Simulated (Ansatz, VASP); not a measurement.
## Two plane-wave programs on Na

The input INCAR:

```
SYSTEM = Na
PREC = Accurate ; ENCUT = 500
EDIFF = 1E-6 ; ISMEAR = -1
SIGMA = 0.05 ; LREAL = .FALSE.
LASPH = .TRUE. ; NELM = 120
ALGO = Normal ; ISIF = 2
LWAVE = .FALSE. ; LCHARG = .FALSE.
GGA = PS ; NBANDS = 10
GGA_COMPAT = .FALSE.
```

The input KPOINTS:

```
regular mesh
0
G
  7 7 7
  0 0 0
```

Contents of POSCAR:

```
Na
1.0
   -2.1195900000      2.1195900000      2.1410000000
    2.1195900000     -2.1195900000      2.1410000000
    2.1624100000      2.1624100000     -2.1410000000
Na
1
Direct
    0.0000000000      0.0000000000      0.0000000000
```

Contents of input.yaml:

```yaml
crystal:
  lattice:
    - [-2.11959, 2.11959, 2.141]
    - [2.11959, -2.11959, 2.141]
    - [2.16241, 2.16241, -2.141]
  atoms:
    - { symbol: Na, position: [0.0, 0.0, 0.0] }
hamiltonian:
  xc: pbesol
  pseudopotentials: { kind: paw }
kpoints:
  mp_grid: { grid: [7, 7, 7] }
scf:
  occupations: { method: fermi_dirac, width: 0.05 }
output:
  forces: true
  stress: true
  eigenvalues: true
  write_density: true
  write_potential: true
  elf: true
  volumetric_format: npy
```

Alike in both runs: task single point; functional PBEsol; k mesh 7 × 7 × 7; occupations fermi-dirac, width 0.05 eV; no spin polarisation.

|  | VASP | Ansatz |
| --- | --- | --- |
| version | VASP 6.6.1 | Ansatz 0.2.0 |
| potentials or method | VASP PAW PBE potentials, release 64 (Na_pv) | Ansatz PAW |
| plane-wave cutoff (eV) | 500 | 420 |
| valence electrons in the cell | 7 | 9 |

|  | VASP | Ansatz | Ansatz less VASP |
| --- | --- | --- | --- |
| gap on the k mesh at the Fermi level (eV) | none | none | - |
| pressure (GPa) | -0.6 | -0.5 | +0.03 |
| traceless stress, the component that is largest in VASP (GPa) | -0.13 | -0.13 | +0.001 |

VASP's potentials were made for PBE, not for PBEsol. A gap of «none» marks a metal or a gap that the smearing closes. With one functional, cell and mesh, what is left measures potentials, basis and numerics. VASP's potentials hold 7 valence electrons a cell and Ansatz's 9, so a difference there can come from the potentials and not from the codes.
